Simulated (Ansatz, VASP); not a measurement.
Given: the input of a run of VASP 6.6.1 on Au.

The input INCAR:

```
ALGO     = Normal         # electronic algorithm
EDIFF    = 1E-6           # SCF threshold, eV
ENCUT    = 520            # plane-wave cutoff, eV
GGA      = PE             # functional
ISIF     = 2              # what is computed and relaxed
ISMEAR   = -1             # smearing method
LASPH    = T              # aspherical terms in the spheres
LCHARG   = F              # write CHGCAR
LREAL    = F              # projectors in reciprocal space
LWAVE    = F              # write WAVECAR
NBANDS   = 12             # bands
NELM     = 80             # most SCF steps
PREC     = Accurate       # precision mode
SIGMA    = 0.05           # smearing width, eV
```

Contents of KPOINTS:

```
k-points
0
Gamma
  11 11 11
```

The input POSCAR:

```
Au
1.0
   -1.6897727226      1.6897727226      1.6897727226
    1.6897727226     -1.6897727226      1.6897727226
    1.6897727226      1.6897727226     -1.6897727226
Au
1
Direct
    0.0000000000      0.0000000000      0.0000000000
```

Potentials or basis: VASP PAW PBE potentials, release 64 (Au).

Launch:

```bash
$ cat potpaw_PBE.64/Au/POTCAR > POTCAR
$ mpirun -np 1 vasp_std > vasp.out
```

Problem. Set up the same calculation for Ansatz 0.2.0. Potentials there: all-electron LAPW, scalar-relativistic.

Solution. As run (the cutoff follows the program's own potentials):

File input.yaml:

```yaml
crystal:
  lattice:
    - [-1.6897727226, 1.6897727226, 1.6897727226]
    - [1.6897727226, -1.6897727226, 1.6897727226]
    - [1.6897727226, 1.6897727226, -1.6897727226]
  atoms:
    - { symbol: Au, position: [0.0, 0.0, 0.0] }
kpoints:
  mp_grid: { grid: [11, 11, 11] }
scf:
  occupations: { method: fermi_dirac, width: 0.05 }
hamiltonian:
  xc: pbe
  pseudopotentials: { kind: all_electron, lapw: { basis_error: 0.0005 } }
output:
  forces: true
  stress: true
  eigenvalues: true
```

Potentials or basis: all-electron LAPW, scalar-relativistic.

Command:

```bash
$ ansatz run input.yaml --threads 1 --pin off --max-ram 3072MiB --backend cpu --events-out ev --progress --plain --runs-dir out
```

Both were run:

|  | VASP | Ansatz | Ansatz less VASP |
| --- | --- | --- | --- |
| gap on the k mesh at the Fermi level (eV) | none | none | - |
| pressure (GPa) | -7.4 | -7.3 | +0.15 |

A gap of «none» marks a metal or a gap that the smearing closes. Ansatz ran all-electron here, and VASP with PAW potentials.

Neither program's run includes spin-orbit coupling.
